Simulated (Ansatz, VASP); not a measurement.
## BN in VASP and in Ansatz

POSCAR

```
BN
1.0
    2.4517820176      0.0000000000      0.0000000000
   -1.2258910088      2.1233055118      0.0000000000
    0.0000000000      0.0000000000      4.3959292000
B N
2 2
Direct
    0.6666666667      0.3333333333      0.9997240000
    0.3333333333      0.6666666667      0.4997240000
    0.6666666667      0.3333333333      0.6252760000
    0.3333333333      0.6666666667      0.1252760000
```

File INCAR.step1:

```
ALGO     = Normal         # electronic algorithm
EDIFF    = 1E-5           # SCF threshold, eV
ENCUT    = 910            # plane-wave cutoff, eV
GGA      = PE             # functional
GGA_COMPAT= F            
ISMEAR   = 0              # smearing method
LASPH    = T              # aspherical terms in the spheres
LCHARG   = F              # write CHGCAR
LREAL    = F              # projectors in reciprocal space
LWAVE    = T              # write WAVECAR
NBANDS   = 16             # bands
NELM     = 120            # most SCF steps
PREC     = Accurate       # precision mode
SIGMA    = 0.05           # smearing width, eV
```

INCAR.step2

```
ALGO     = Normal         # electronic algorithm
EDIFF    = 1E-6           # SCF threshold, eV
ENCUT    = 910            # plane-wave cutoff, eV
GGA_COMPAT= F            
ISIF     = 2              # what is computed and relaxed
ISMEAR   = 0              # smearing method
ISTART   = 1            
LASPH    = T              # aspherical terms in the spheres
LCHARG   = F              # write CHGCAR
LMIXTAU  = T            
LREAL    = F              # projectors in reciprocal space
LWAVE    = F              # write WAVECAR
METAGGA  = R2SCAN         # meta-GGA
NBANDS   = 16             # bands
NELM     = 120            # most SCF steps
PREC     = Accurate       # precision mode
SIGMA    = 0.05           # smearing width, eV
```

The input KPOINTS:

```
k-points
0
Gamma
  12 12 6
```

Input for Ansatz:

```yaml
crystal:
  lattice:
    - [2.4517820176, 0.0, 0.0]
    - [-1.2258910088, 2.1233055118, 0.0]
    - [0.0, 0.0, 4.3959292]
  atoms:
    - { symbol: B, position: [0.6666666667, 0.3333333333, 0.999724] }
    - { symbol: B, position: [0.3333333333, 0.6666666667, 0.499724] }
    - { symbol: "N", position: [0.6666666667, 0.3333333333, 0.625276] }
    - { symbol: "N", position: [0.3333333333, 0.6666666667, 0.125276] }
basis:
  ecutwfc: 500
kpoints:
  mp_grid: { grid: [12, 12, 6] }
hamiltonian:
  xc: r2scan
scf:
  occupations: { method: gaussian, width: 0.05 }
output:
  forces: true
  stress: true
  eigenvalues: true
  write_density: true
  write_potential: true
  elf: true
  volumetric_format: npy
```

Change from the starting cell: strain -0.040 along x and y, +0.040 along z, atoms carried along.

Alike in both runs: task single point; functional r2SCAN; k mesh 12 × 12 × 6; occupations gaussian, width 0.05 eV; no spin polarisation.

|  | VASP | Ansatz |
| --- | --- | --- |
| version | VASP 6.6.1 | Ansatz 0.2.0 |
| potentials or method | VASP PAW PBE potentials, release 64 (B_h, N_h), cutoff 910 eV | scalar-relativistic, plane waves, PAW |
| valence electrons in the cell | 16 | 16 |

|  | VASP | Ansatz | Ansatz less VASP |
| --- | --- | --- | --- |
| gap on the k mesh at the Fermi level (eV) | 5.34 | 5.36 | +0.016 |
| least direct gap on the mesh (eV) | 6.69 | 6.70 | +0.010 |
| rms of the force components (eV/Å) | 0.104 | 0.105 | +0.0004 |

VASP's potentials were made for PBE, not for r2SCAN. Atom by atom the forces differ by 0.000 eV/Å (rms over components). With one functional, cell and mesh, what is left measures potentials, basis and numerics.

Noted on VASP's run: the cutoff is short for stress, so the pressure is rough.
